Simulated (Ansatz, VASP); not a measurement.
## AgCl in VASP and in Ansatz

The input INCAR:

```
PREC = Accurate
ENCUT = 520
EDIFF = 1E-6
ISMEAR = 0
SIGMA = 0.05
LREAL = False
LASPH = True
NELM = 80
ALGO = Normal
ISIF = 2
LWAVE = False
LCHARG = True
LELF = True
LVHAR = True
NBANDS = 16
```

File KPOINTS:

```
regular mesh
0
Gamma
  10 10 10
```

POSCAR

```
AgCl
1.0
    0.0000000000      2.7129196923      2.6773114500
    2.7129196923      0.0000000000      2.6773114500
    2.7129196923      2.7129196923      0.0000000000
Ag Cl
1 1
Direct
    0.5185353529      0.4814646471      0.5185353529
   -0.0563998634      0.0563998634     -0.0563998634
```

Input for Ansatz:

```yaml
crystal:
  lattice:
    - [0.0, 2.7129196923, 2.67731145]
    - [2.7129196923, 0.0, 2.67731145]
    - [2.7129196923, 2.7129196923, 0.0]
  atoms:
    - { symbol: Ag, position: [0.5185353529, 0.4814646471, 0.5185353529] }
    - { symbol: Cl, position: [-0.0563998634, 0.0563998634, -0.0563998634] }
basis:
  ecutwfc: 420
kpoints:
  mp_grid: { grid: [10, 10, 10] }
hamiltonian:
  xc: lda
  pseudopotentials: { kind: paw }
scf:
  occupations: { method: gaussian, width: 0.05 }
output:
  forces: true
  stress: true
  eigenvalues: true
```

Change from the starting cell: mode 5 frozen in at -0.302 Å, equal normal strain along x and y +0.0133.

Alike in both runs: task single point; functional LDA; k mesh 10 × 10 × 10; occupations gaussian, width 0.05 eV; no spin polarisation.

|  | VASP | Ansatz |
| --- | --- | --- |
| version | VASP 6.6.1 | Ansatz 0.2.0 |
| potentials or method | VASP PAW LDA potentials, release 64 (Ag, Cl), cutoff 520 eV | scalar-relativistic, plane waves, PAW |
| valence electrons in the cell | 18 | 26 |

Ansatz gave:

- gap on the k mesh at the Fermi level (eV): 0.88
- least direct gap on the mesh (eV): 1.76
- pressure (GPa): 2.4
- traceless stress, the component that is largest in VASP (GPa): 8.19
- rms of the force components (eV/Å): 0.755

Task: What did VASP give for the same quantities?

Result: gap on the k mesh at the Fermi level (eV): 0.91; least direct gap on the mesh (eV): 1.79; pressure (GPa): 2.5; traceless stress, the component that is largest in VASP (GPa): 8.21; rms of the force components (eV/Å): 0.759.

LDA's correlation is that of Perdew and Zunger in VASP and of Perdew and Wang (1992) in Ansatz. Atom by atom the forces differ by 0.004 eV/Å (rms over components). VASP's potentials hold 18 valence electrons a cell and Ansatz's 26, so a difference there can come from the potentials and not from the codes.
